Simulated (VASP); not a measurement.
The system is TiH6.

```
Ti H
1.0
     3.27212    0.00000    0.00000
    -1.63606    2.83374    0.00000
     0.00000    0.00000    5.92733
Ti H
1 6
Direct
  0.00000 0.00000 0.50000
  0.50000 0.00000 0.50000
  0.00000 0.50000 0.50000
  0.50000 0.50000 0.50000
  0.50000 0.00000 0.00000
  0.00000 0.50000 0.00000
  0.50000 0.50000 0.00000
```

The cell was built from a structure type or drawn by symmetry, and may not be a known phase.

* Program: VASP 6.6.1
* Task: relaxation of cell and atoms
* Functional: PBE
* Potentials or basis: VASP PAW PBE potentials, release 64 (Ti_sv, H)
* Cutoff: 500 eV
* k mesh: 6 × 6 × 4
* Occupations: gaussian, width 0.1 eV
* Spin: no spin polarisation

At the start: pressure 7.8 GPa; volume 7.85 Å³/atom.

**Question.** How do energy, volume and symmetry change on relaxing?

**Answer.** Over 13 steps the energy falls by 621.7 meV/atom and the volume is 4.77 Å³/atom (-39.3 %); space group P6/mmm (No. 191, to 0.1 Å) before and after.

Step by step:
| step | energy change (eV) | largest force (eV/Å) | pressure (GPa) | volume (Å³) |
| --- | --- | --- | --- | --- |
| 1 | 0.0000 | 0.0000 | 7.79 | 54.96 |
| 2 | -0.2785 | 0.0000 | 3.16 | 58.01 |
| 3 | -0.4455 | 0.0000 | -3.97 | 62.94 |
| 4 | -0.4458 | 0.0000 | -3.47 | 62.58 |
| 5 | -0.5389 | 0.0000 | -4.14 | 61.12 |
| 6 | -0.9138 | 0.0000 | -6.57 | 56.60 |
| 7 | -2.1122 | 0.0000 | -11.35 | 46.89 |
| 8 | 0.0491 | 0.0000 | 86.42 | 24.76 |
| 9 | -2.7199 | 0.0000 | -12.37 | 42.74 |
| 10 | -4.3460 | 0.0000 | -2.60 | 34.05 |
| 11 | -4.3391 | 0.0000 | -0.09 | 33.40 |
| 12 | -4.3250 | 0.0000 | 0.35 | 33.29 |
| 13 | -4.3519 | 0.0000 | -0.07 | 33.36 |

Final structure:
```
CELL_PARAMETERS angstrom
3.72324 0.00000 0.00000
-1.86162 3.22442 0.00000
0.00000 0.00000 2.77918
ATOMIC_POSITIONS crystal
Ti 0.00000 0.00000 0.50000
H 0.50000 0.00000 0.50000
H 0.00000 0.50000 0.50000
H 0.50000 0.50000 0.50000
H 0.50000 0.00000 0.00000
H 0.00000 0.50000 0.00000
H 0.50000 0.50000 0.00000
```

Caveat: the k points lie up to 0.57 Å⁻¹ apart in the final cell, too coarse for converged energies and pressures of a metal; the volume moved by over 15 % at a fixed basis, so the end points are rough.
